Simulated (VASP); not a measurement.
AlN: single point with PBE

AlN:

```
CELL_PARAMETERS angstrom
0.00000 -2.20157 -2.20157
-2.20157 0.00000 -2.20157
2.20157 2.20157 -4.40314
ATOMIC_POSITIONS crystal
Al 0.99329 0.01544 0.99735
Al 0.50141 0.47925 0.49735
N 0.37647 0.39632 0.88011
N 0.88375 0.86390 0.38011
```

This cell differs from its parent crystal: mode 4 frozen in at -0.051 Å and mode 10 at -0.045 Å (largest displacements).

```yaml
Program: VASP 6.6.1
Task: single point
Functional: PBE
Potentials_or_basis: VASP PAW PBE potentials, release 64 (Al, N)
Cutoff: 520 eV
k_mesh: 6 × 6 × 6
Occupations: gaussian, width 0.05 eV
Spin: no spin polarisation
Dipole_correction: no
Further_INCAR_settings: ALGO = Normal; EDIFF = 1e-07; NBANDS = 16
```

| Item | Value |
| --- | --- |
| Pressure | 0.2 GPa |
| Largest force | 1.122 eV/Å |
| Band gap on the k mesh | 3.12 eV |

Forces on the atoms (eV/Å):
```
Al   0.219 -0.057 -0.776
Al  -0.208  0.069 -1.100
N    0.086 -0.022  1.028
N   -0.097  0.010  0.847
```

Stress tensor (GPa, compression positive):
```
 0.29 -4.11 -0.04
-4.11  0.70 -0.04
-0.04 -0.04 -0.34
```

Levels at points of the mesh, in eV from the valence-band top:
```csv
k point,band 5,band 6,band 7,band 8,band 9,band 10,band 11,band 12
"(0.00, 0.00, 0.00)",-0.61,-0.37,-0.17,0.00,3.78,6.99,9.52,10.71
"(0.50, 0.00, 0.00)",-2.42,-2.37,-1.35,-1.33,5.58,5.62,9.52,9.64
"(0.00, 0.50, 0.00)",-2.50,-2.27,-1.36,-1.33,5.57,5.63,9.38,9.87
"(0.50, 0.50, 0.50)",-2.49,-2.31,-1.51,-1.49,5.61,5.67,9.47,9.85
"(0.50, 0.50, 0.00)",-2.06,-1.81,-0.83,-0.60,3.13,6.99,8.27,9.54
"(0.00, 0.50, 0.50)",-1.92,-1.92,-0.71,-0.51,3.12,6.93,8.23,9.48
"(0.50, 0.00, 0.50)",-1.93,-1.92,-0.71,-0.50,3.12,6.91,8.26,9.45
"(0.00, 0.00, 0.50)",-0.65,-0.58,-0.41,-0.33,6.08,6.10,10.52,10.55
```

Wall time 54 s on 1 thread of AMD EPYC 7R43 64-Core Processor (Zen 3), on a shared host, peak memory 0.16 GiB.

Caveat: the cell differs from its parent crystal (mode 4 frozen in at -0.051 Å and mode 10 at -0.045 Å (largest displacements)); forces of over 1 eV/Å act on the atoms, so gaps and moduli don't describe the material at rest. A k mesh can miss the band edges.
